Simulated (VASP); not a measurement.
# InP in VASP: further runs, part 2 of 2

VASP 6.6.1. Earlier steps stand in the parts before.

### 4 Electric field gradients, PBE (equal xy, yz and zx shear strains of +3 %)

INCAR

```
ALGO = Normal
EDIFF = 1E-8
ENCUT = 520
GGA = PE
ISIF = 2
ISMEAR = -1
LASPH = True
LCHARG = False
LEFG = True
LREAL = False
LWAVE = False
NBANDS = 16
NELM = 80
PREC = Accurate
SIGMA = 0.03
```

KPOINTS

```
k-points
0
Gamma
  11 11 11
```

POSCAR

```
InP
1.0
    0.0856500000      2.8978250000      2.8978250000
    2.8978250000      0.0856500000      2.8978250000
    2.8978250000      2.8978250000      0.0856500000
In P
1 1
Direct
    0.0000000000      0.0000000000      0.0000000000
    0.5000000000      0.5000000000      0.5000000000
```

Potentials or basis: VASP PAW PBE potentials, release 64 (In_d, P).

Started as:

```console
$ cat potpaw_PBE.64/In_d/POTCAR potpaw_PBE.64/P/POTCAR > POTCAR
$ mpirun -np 1 vasp_std > vasp.out
```

OUTCAR:

```text
EDIFF = 1E-8
   ENCUT = 520
   GGA = PE
   ISIF = 2
   ISMEAR = -1
   LASPH = True
   LREAL = False
   NELM = 80
   PREC = Accurate

 ion  position               nearest neighbor table
   1  0.000  0.000  0.000-   2 2.86   2 2.86   2 2.86   2 2.86   2 2.86   2 2.86
   2  0.500  0.500  0.500-   1 2.86   1 2.86   1 2.86   1 2.86   1 2.86   1 2.86

  LATTYP: Found a trigonal (rhomboedric) cell.
 ALAT       =     4.0990383487
 COS(alpha) =     0.5293254421

  Lattice vectors:

 A1 = (   0.0856500000,   2.8978250000,   2.8978250000)
 A2 = (   2.8978250000,   0.0856500000,   2.8978250000)
 A3 = (   2.8978250000,   2.8978250000,   0.0856500000)

Analysis of symmetry for initial positions (statically):
=====================================================================
 Subroutine PRICEL returns:
 Original cell was already a primitive cell.

 Routine SETGRP: Setting up the symmetry group for a
 trigonal (rhombohedral) supercell.

[... 644 lines left out ...]
      direct lattice vectors                 reciprocal lattice vectors
     0.085650000  2.897825000  2.897825000    -0.180387619  0.175209027  0.175209027
     2.897825000  0.085650000  2.897825000     0.175209027 -0.180387619  0.175209027
     2.897825000  2.897825000  0.085650000     0.175209027  0.175209027 -0.180387619

 POSITION                                       TOTAL-FORCE (eV/Angst)
 -----------------------------------------------------------------------------------
      0.00000      0.00000      0.00000        -0.000000      0.000000      0.000000
      2.94065      2.94065      2.94065         0.000000     -0.000000     -0.000000
 -----------------------------------------------------------------------------------
    total drift:                               -0.000000      0.000000      0.000000

  FREE ENERGIE OF THE ION-ELECTRON SYSTEM (eV)
  ---------------------------------------------------
  free  energy   TOTEN  =        -7.8366208768 eV

  energy  without entropy=       -7.8334644691  energy(sigma->0) =       -7.83504267

 Electric field gradients (V/A^2)
---------------------------------------------------------------------
 ion       V_xx      V_yy      V_zz      V_xy      V_xz      V_yz
---------------------------------------------------------------------
   1      -0.000     0.000     0.000    -5.301    -5.301    -5.301
   2       0.000    -0.000     0.000     0.507     0.507     0.507
---------------------------------------------------------------------

 Electric field gradients after diagonalization (V/A^2)
 (convention: |V_zz| > |V_xx| > |V_yy|)
----------------------------------------------------------------------
 ion       V_xx      V_yy      V_zz     asymmetry (V_yy - V_xx)/ V_zz
----------------------------------------------------------------------
   1       5.301     5.301   -10.602       0.000
   2      -0.507    -0.507     1.014       0.000
----------------------------------------------------------------------

           NMR quadrupolar parameters

 Cq : quadrupolar parameter    Cq=e*Q*V_zz/h
 eta: asymmetry parameters     (V_yy - V_xx)/ V_zz
 Q  : nuclear electric quadrupole moment in mb (millibarn)
----------------------------------------------------------------------
 ion       Cq(MHz)       eta       Q (mb)
----------------------------------------------------------------------
   1      -0.026       0.000       1.000
   2       0.002       0.000       1.000
----------------------------------------------------------------------
```

OSZICAR:

```text
N       E                     dE             d eps       ncg     rms          rms(c)
DAV:   1     0.109332459121E+03    0.10933E+03   -0.84635E+03  4704   0.127E+03
DAV:   2    -0.108531821530E+01   -0.11042E+03   -0.10565E+03  5128   0.304E+02
DAV:   3    -0.794425463999E+01   -0.68589E+01   -0.67577E+01  6160   0.717E+01
DAV:   4    -0.811546913371E+01   -0.17121E+00   -0.17114E+00  5880   0.118E+01
DAV:   5    -0.812313368845E+01   -0.76646E-02   -0.76643E-02  6880   0.220E+00    0.408E+00
DAV:   6    -0.784077082688E+01    0.28236E+00   -0.53702E-01  7072   0.107E+01    0.230E+00
DAV:   7    -0.783645970865E+01    0.43111E-02   -0.62187E-02  6248   0.179E+00    0.105E+00
DAV:   8    -0.783648981721E+01   -0.30109E-04   -0.53499E-03  5968   0.836E-01    0.957E-02
DAV:   9    -0.783657800214E+01   -0.88185E-04   -0.43300E-04  7016   0.290E-01    0.686E-02
DAV:  10    -0.783660771850E+01   -0.29716E-04   -0.43971E-05  5664   0.517E-02    0.271E-02
DAV:  11    -0.783662054398E+01   -0.12825E-04   -0.12841E-05  6144   0.245E-02    0.525E-03
DAV:  12    -0.783662100123E+01   -0.45725E-06   -0.11787E-06  6008   0.149E-02    0.380E-03
DAV:  13    -0.783662092267E+01    0.78556E-07   -0.69804E-08  6496   0.351E-03    0.215E-03
DAV:  14    -0.783662087807E+01    0.44605E-07   -0.42120E-08  5368   0.117E-03    0.544E-04
DAV:  15    -0.783662087683E+01    0.12371E-08   -0.73800E-10  3784   0.269E-04
   1 F= -.78366209E+01 E0= -.78350427E+01  d E =-.315641E-02
```

stdout:

```text
POSCAR found type information on POSCAR InP
 POSCAR found :  2 types and       2 ions
 scaLAPACK will be used
 LDA part: xc-table for (Slater+PW92), standard interpolation
 POSCAR, INCAR and KPOINTS ok, starting setup
 FFT: planning ... GRIDC
 FFT: planning ... GRID_SOFT
 FFT: planning ... GRID
 WAVECAR not read
 entering main loop
ion   1

ion   2
```

Wall time 2.7 min (1 thread of Intel Xeon 8259CL, shared host); peak memory 0.25 GiB.

What came out:

| Property | Result |
| --- | --- |
| Free energy | -7.8366 eV |
| Pressure | -5.3 GPa |
| Band gap on the k mesh | zero (bands 9 and 10 overlap by 2.20 eV) |
| Largest electric field gradient by atom | In -10.6; P +1.0 V/Å² |

Electric field gradients, principal values (V/Å²):
| atom | least | middle | greatest (by size) |
| --- | --- | --- | --- |
| 1 In | 5.301 | 5.301 | -10.602 |
| 2 P | -0.507 | -0.507 | 1.014 |

Caveat: the cell differs from its parent crystal (equal xy, yz and zx shear strains of +3 %); the cell stands under tension; without QUAD_EFG the Cq values of the log hold for a quadrupole moment of 1 mb, not for the nuclei; spin-orbit coupling is left out, which moves the levels of the heavy elements.

### 5 Electric field gradients, PBE (zz strain of -2 %)

INCAR

```
SYSTEM = InP
PREC     = Accurate       ! precision mode
ENCUT    = 520            ! plane-wave cutoff, eV
EDIFF    = 1E-8           ! SCF threshold, eV
ISMEAR   = -1             ! smearing method
SIGMA    = 0.03           ! smearing width, eV
LREAL    = .False.        ! projectors in reciprocal space
LASPH    = .True.         ! aspherical terms in the spheres
NELM     = 60             ! most SCF steps
ALGO     = Normal         ! electronic algorithm
ISIF     = 2              ! what is computed and relaxed
LWAVE    = .False.        ! write WAVECAR
LCHARG   = .False.        ! write CHGCAR
GGA      = PE             ! functional
LEFG     = .True.       
NBANDS   = 16             ! bands
```

KPOINTS

```
Automatic mesh
0
Gamma
  11 11 11
  0 0 0
```

POSCAR

```
InP
1.0
    0.0000000000      2.8550000000      2.7979000000
    2.8550000000      0.0000000000      2.7979000000
    2.8550000000      2.8550000000      0.0000000000
In P
1 1
Direct
    0.0000000000      0.0000000000      0.0000000000
    0.5000000000      0.5000000000      0.5000000000
```

Potentials or basis: VASP PAW PBE potentials, release 64 (In_d, P).

Started as:

```console
$ cat potpaw_PBE.64/In_d/POTCAR potpaw_PBE.64/P/POTCAR > POTCAR
$ mpirun -np 1 vasp_std > vasp.out
```

OUTCAR:

```text
SYSTEM = InP
   PREC = Accurate
   ENCUT = 520
   EDIFF = 1E-8
   ISMEAR = -1
   LREAL = .False.
   LASPH = .True.
   NELM = 60
   ISIF = 2
   GGA = PE

 ion  position               nearest neighbor table
   1  0.000  0.000  0.000-   2 2.80   2 2.80   2 2.85   2 2.85   2 2.85   2 2.85
   2  0.500  0.500  0.500-   1 2.80   1 2.80   1 2.85   1 2.85   1 2.85   1 2.85

  LATTYP: Found a body centered tetragonal cell.
 ALAT       =     4.0375797206
 C/A-ratio  =     1.3859292911

  Lattice vectors:

 A1 = (   0.0000000000,  -2.8550000000,  -2.7979000000)
 A2 = (   0.0000000000,   2.8550000000,  -2.7979000000)
 A3 = (   2.8550000000,   0.0000000000,   2.7979000000)

Analysis of symmetry for initial positions (statically):
=====================================================================
 Subroutine PRICEL returns:
 Original cell was already a primitive cell.

 Routine SETGRP: Setting up the symmetry group for a
 body centered tetragonal supercell.

 Subroutine GETGRP returns: Found 16 space group operations
 (whereof 16 operations were pure point group operations)
 out of a pool of 16 trial point group operations.

The static configuration has the point symmetry D_4h.

Analysis of symmetry for dynamics (positions and initial velocities):
=====================================================================
 Subroutine PRICEL returns:
 Original cell was already a primitive cell.

 Routine SETGRP: Setting up the symmetry group for a
 body centered tetragonal supercell.

 Subroutine GETGRP returns: Found 16 space group operations
 (whereof 16 operations were pure point group operations)
 out of a pool of 16 trial point group operations.

The dynamic configuration has the point symmetry D_4h.

 Subroutine INISYM returns: Found 16 space group operations
 (whereof 16 operations are pure point group operations),
 and found     1 'primitive' translations

----------------------------------------------------------------------------------------

                                     Primitive cell

  volume of cell :      45.6115

  direct lattice vectors                    reciprocal lattice vectors
     0.000000000  2.855000000  2.797900000    -0.175131349  0.175131349  0.178705458
     2.855000000  0.000000000  2.797900000     0.175131349 -0.175131349  0.178705458
     2.855000000  2.855000000  0.000000000     0.175131349  0.175131349 -0.178705458

  length of vectors
     3.997407836  3.997407836  4.037579721     0.305413849  0.305413849  0.305413849

  position of ions in fractional coordinates (direct lattice)
     0.000000000  0.000000000  0.000000000
     0.500000000  0.500000000  0.500000000

  ion indices of the primitive-cell ions
   primitive index   ion index
                 1           1
                 2           2

----------------------------------------------------------------------------------------

 KPOINTS: Automatic mesh

Automatic generation of k-mesh.
[... 68 lines left out ...]
   EDIFFG = 0.1E-06   stopping-criterion for IOM
   NSW    =      0    number of steps for IOM
   IBRION =     -1    ionic relax: 0-MD 1-quasi-New 2-CG
   NFREE  =      0    steps in history (QN), initial steepest desc. (CG)
   ISIF   =      2    stress and relaxation
   ISYM   =      2    0-nonsym 1-usesym 2-fastsym
   POTIM  = 0.5000    time-step for ionic-motion
   TEBEG  =    0.0;   TEEND  =   0.0 temperature during run
   PSTRESS=    0.0 pullay stress
   NELECT =      18.0000    total number of electrons
   NUPDOWN=      -1.0000    fix difference up-down
   EMIN   =  10.00;   EMAX   =-10.00  energy-range for DOS
   EFERMI =   0.00;   METHOD = LEGACY
   ISMEAR =    -1;   SIGMA  =   0.03  broadening in eV -4-tet -1-fermi 0-gaus
   EFERMI_NEDOS =   21; number of points for ismear=-14 and -15
   IALGO  =     38    algorithm
   IMIX   =      4    mixing-type and parameters
     AMIX     =   0.40;   BMIX     =  1.00
     AMIX_MAG =   1.60;   BMIX_MAG =  1.00
  volume/ion in A,a.u.               =      22.81       153.90
  Fermi-wavevector in a.u.,A,eV,Ry     =   1.200810  2.269201 19.618839  1.441944
  Thomas-Fermi vector in A             =   2.336636
   LORBIT       =      0    0 simple, 1 ext, 2 COOP (PROOUT), +10 PAW based schemes
   GGA     = PE    functional components
[... 5 lines left out ...]
 non-spin polarized calculation
  energy-cutoff  :      520.00
  volume of cell :       45.61
 maximum number of plane-waves:      1250
 NGX is ok and might be reduce to    30
   NGX = 15   NGY = 15   NGZ = 15

 number of electron      17.9999992 magnetization

 Free energy of the ion-electron system (eV)
  ---------------------------------------------------
  ext. energy  EPLUGINS =         0.00000000
  ---------------------------------------------------
  free energy    TOTEN  =        -7.87213728 eV

  energy without entropy =       -7.86970742  energy(sigma->0) =       -7.87092235

 E-fermi :   6.1652     XC(G=0): -10.0681

 val. band max:        6.1574697581   @ k =  -0.0909  -0.0000   0.0909
 cond. band min:       6.1653538187   @ k =   0.0000   0.0000   0.0000
 fundamental gap:      0.0078840606
 Fermi energy:         6.1652257551

 k-point     1 :       0.0000    0.0000    0.0000
  band No.  band energies     occupation
      1      -7.9501      2.00000
      2      -7.9480      2.00000
      3      -7.9349      2.00000
      4      -7.9349      2.00000
      5      -7.9284      2.00000
      6      -5.3158      2.00000
[... 433 lines left out ...]
      3      -7.9294      2.00000
      4      -7.9059      2.00000
      5      -7.8950      2.00000
      6      -4.3493      2.00000
[... 8 lines left out ...]
     15      16.2367      0.00000
     16      17.0063      0.00000

 [... further k-points ...]

------------------------ aborting loop because EDIFF is reached ----------------------------------------

  FORCE on cell =-STRESS in cart. coord.  units (eV):
  Direction    XX          YY          ZZ          XY          YZ          ZX
  --------------------------------------------------------------------------------------
  -------------------------------------------------------------------------------------
  Total       -1.4269572     -1.4269572     -0.8844276      0.0000000     -0.0000000     -0.0000000
  in kB      -50.1241628    -50.1241628    -31.0669381      0.0000000     -0.0000000     -0.0000000
  external PRESSURE =     -43.7717545 kB  Pullay stress =       0.0000000 kB

 VOLUME and BASIS-vectors are now :
 -----------------------------------------------------------------------------
  energy-cutoff  :      520.00
  volume of cell :       45.61
      direct lattice vectors                 reciprocal lattice vectors
     0.000000000  2.855000000  2.797900000    -0.175131349  0.175131349  0.178705458
     2.855000000  0.000000000  2.797900000     0.175131349 -0.175131349  0.178705458
     2.855000000  2.855000000  0.000000000     0.175131349  0.175131349 -0.178705458

 POSITION                                       TOTAL-FORCE (eV/Angst)
 -----------------------------------------------------------------------------------
      0.00000      0.00000      0.00000        -0.000000      0.000000      0.000000
      2.85500      2.85500      2.79790         0.000000     -0.000000      0.000000
 -----------------------------------------------------------------------------------
    total drift:                               -0.000000      0.000000      0.000000

  FREE ENERGIE OF THE ION-ELECTRON SYSTEM (eV)
  ---------------------------------------------------
  free  energy   TOTEN  =        -7.8721372767 eV

  energy  without entropy=       -7.8697074202  energy(sigma->0) =       -7.87092235

 Electric field gradients (V/A^2)
---------------------------------------------------------------------
 ion       V_xx      V_yy      V_zz      V_xy      V_xz      V_yz
---------------------------------------------------------------------
   1       9.644     9.644   -19.287    -0.001    -0.000    -0.000
   2      -0.824    -0.824     1.648    -0.000    -0.000    -0.000
---------------------------------------------------------------------

 Electric field gradients after diagonalization (V/A^2)
 (convention: |V_zz| > |V_xx| > |V_yy|)
----------------------------------------------------------------------
 ion       V_xx      V_yy      V_zz     asymmetry (V_yy - V_xx)/ V_zz
----------------------------------------------------------------------
   1       9.644     9.643   -19.287       0.000
   2      -0.824    -0.824     1.648       0.000
----------------------------------------------------------------------

           NMR quadrupolar parameters

 Cq : quadrupolar parameter    Cq=e*Q*V_zz/h
 eta: asymmetry parameters     (V_yy - V_xx)/ V_zz
 Q  : nuclear electric quadrupole moment in mb (millibarn)
----------------------------------------------------------------------
 ion       Cq(MHz)       eta       Q (mb)
----------------------------------------------------------------------
   1      -0.047       0.000       1.000
   2       0.004       0.000       1.000
----------------------------------------------------------------------
```

It took 2.6 min on 1 thread of Intel Xeon 8259CL, shared host; peak memory 0.23 GiB.

Results:

```
Free energy                             : -7.8721 eV
Pressure                                : -4.4 GPa
Band gap on the k mesh                  : zero (bands 9 and 10 overlap by 2.42 eV)
Largest electric field gradient by atom : In -19.3; P +1.6 V/Å²
```

Stress tensor (GPa, compression positive):
```
-5.01  0.00  0.00
 0.00 -5.01  0.00
 0.00  0.00 -3.11
```

Electric field gradients, principal values (V/Å²):
```csv
atom,least,middle,greatest (by size)
1 In,9.643,9.644,-19.287
2 P,-0.824,-0.824,1.648
```

Caveat: the cell differs from its parent crystal (zz strain of -2 %); the cell stands under tension; without QUAD_EFG the Cq values of the log hold for a quadrupole moment of 1 mb, not for the nuclei; spin-orbit coupling is left out, which moves the levels of the heavy elements.

### 6 Overview

```tsv
cell	gap on the mesh (eV)	pressure (GPa)
a = 4.058 Å, angles 59.3°, 2 atoms	none	-5.4
a = 4.099 Å, angles 58.0°, 2 atoms	none	-5.3
a = 3.997, b = 3.997, c = 4.038 Å, angles 59.7, 59.7, 60.7°, 2 atoms	none	-4.4
```

Alike in all rows: task electric field gradients; level PBE; potentials or basis VASP PAW PBE potentials, release 64 (In_d, P); no spin polarisation; k mesh 11 × 11 × 11; cutoff (eV) 520; smearing fermi-dirac 0.03 eV.

Caveats: the cell stands under tension; spin-orbit coupling is left out, which moves the levels of the heavy elements.

Absolute energies hang on the potentials; compare differences alone.
